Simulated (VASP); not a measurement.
Wanted: the native input for a VASP 6.6.1 run.

| Property | Result |
| --- | --- |
| Task | single point |
| Functional | r2SCAN |
| Potentials or basis | VASP PAW PBE potentials, release 64 (Ga_d, N) |
| Cutoff | 520 eV |
| k mesh | 9 × 9 × 4 |
| Occupations | gaussian, width 0.01 eV |
| Spin | no spin polarisation |
| Dipole correction | no |
| Further INCAR settings | ALGO = Normal; EDIFF = 1e-06; NBANDS = 26 |

The system is GaN.

```
Ga N
1.0
     3.15099    0.00000    0.00000
    -1.57550    2.72884    0.00000
     0.00000    0.00000    5.13126
Ga N
2 2
Cartesian
  0.0000 1.8192 -0.0046
  1.5755 0.9096 2.5611
  0.0000 1.8192 1.9288
  1.5755 0.9096 4.4944
```

This cell differs from its parent crystal: volume changed by -3%.

The input as run:

POSCAR

```
GaN
1.0
    3.1509943483      0.0000000000      0.0000000000
   -1.5754971741      2.7288411528      0.0000000000
    0.0000000000      0.0000000000      5.1312621142
Ga N
2 2
Direct
    0.3333333333      0.6666666667     -0.0008868499
    0.6666666667      0.3333333333      0.4991131501
    0.3333333333      0.6666666667      0.3758868499
    0.6666666667      0.3333333333      0.8758868499
```

INCAR.step1

```
ALGO = Normal
EDIFF = 1E-4
ENCUT = 520
GGA = PE
ISMEAR = 0
LASPH = T
LCHARG = F
LREAL = F
LWAVE = T
NBANDS = 26
NELM = 60
PREC = Accurate
SIGMA = 0.01
```

INCAR.step2

```
ALGO = Normal
EDIFF = 1E-6
ENCUT = 520
ISIF = 2
ISMEAR = 0
ISTART = 1
LASPH = T
LCHARG = T
LELF = T
LMIXTAU = T
LREAL = F
LVHAR = T
LWAVE = F
METAGGA = R2SCAN
NBANDS = 26
NELM = 60
PREC = Accurate
SIGMA = 0.01
```

KPOINTS

```
k-points
0
Gamma
  9 9 4
```

Potentials or basis: VASP PAW PBE potentials, release 64 (Ga_d, N).

Run with:

```bash
$ cat potpaw_PBE.64/Ga_d/POTCAR potpaw_PBE.64/N/POTCAR > POTCAR
$ cp INCAR.step1 INCAR
$ mpirun -np 1 vasp_std > vasp.out
$ cp INCAR.step2 INCAR
$ mpirun -np 1 vasp_std > vasp.out
```

It gave:

```json
{"Pressure": "7.6 GPa", "Largest force": "0.010 eV/Å", "Band gap on the k mesh": "2.55 eV, direct"}
```

Caveat: the PAW data sets were made with another functional, which shifts forces and pressure a little.

Wall time 100 s on 1 thread of AMD EPYC 9R45 96-Core Processor (Zen 5), with other jobs on the host, peak memory 0.16 GiB.
